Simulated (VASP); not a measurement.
Write the native input for VASP 6.6.1 that does the following.

* Task: single point
* Functional: PBEsol
* Potentials or basis: VASP PAW PBE potentials, release 64 (Zn)
* Cutoff: 520 eV
* k mesh: 10 × 10 × 10
* Occupations: fermi-dirac, width 0.05 eV
* Spin: no spin polarisation
* Dipole correction: no
* Further INCAR settings: ALGO = Normal; EDIFF = 1e-06; NBANDS = 12

The structure of Zn lies in POSCAR:

```
Zn
1.0
    0.0000000000      1.9647760000      2.0433670400
    1.9647760000      0.0000000000      2.0433670400
    1.9647760000      1.9647760000      0.0000000000
Zn
1
Direct
    0.0000000000      0.0000000000      0.0000000000
```

One way to write it, as run:

INCAR

```
SYSTEM = Zn
ALGO = Normal
EDIFF = 1E-6
ENCUT = 520
GGA = PS
ISIF = 2
ISMEAR = -1
LASPH = .TRUE.
LCHARG = .TRUE.
LELF = .TRUE.
LREAL = .FALSE.
LVHAR = .TRUE.
LWAVE = .FALSE.
NBANDS = 12
NELM = 60
PREC = Accurate
SIGMA = 0.05
```

KPOINTS

```
k-points
0
G
  10 10 10
  0 0 0
```

Potentials or basis: VASP PAW PBE potentials, release 64 (Zn).

Launch:

```sh
$ cat potpaw_PBE.64/Zn/POTCAR > POTCAR
$ mpirun -np 1 vasp_std > vasp.out
```

Results of the run:

The pressure is -6.9 GPa and the band gap on the k mesh is zero (band 6 reaches 4.09 eV, above the bottom of band 7 at 1.20 eV).

Caveat: the PAW data sets were made with another functional, which shifts forces and pressure a little.

Run time: 12 s on 1 thread of AMD EPYC 9R14 (Zen 4) (shared host), peak memory 0.11 GiB.
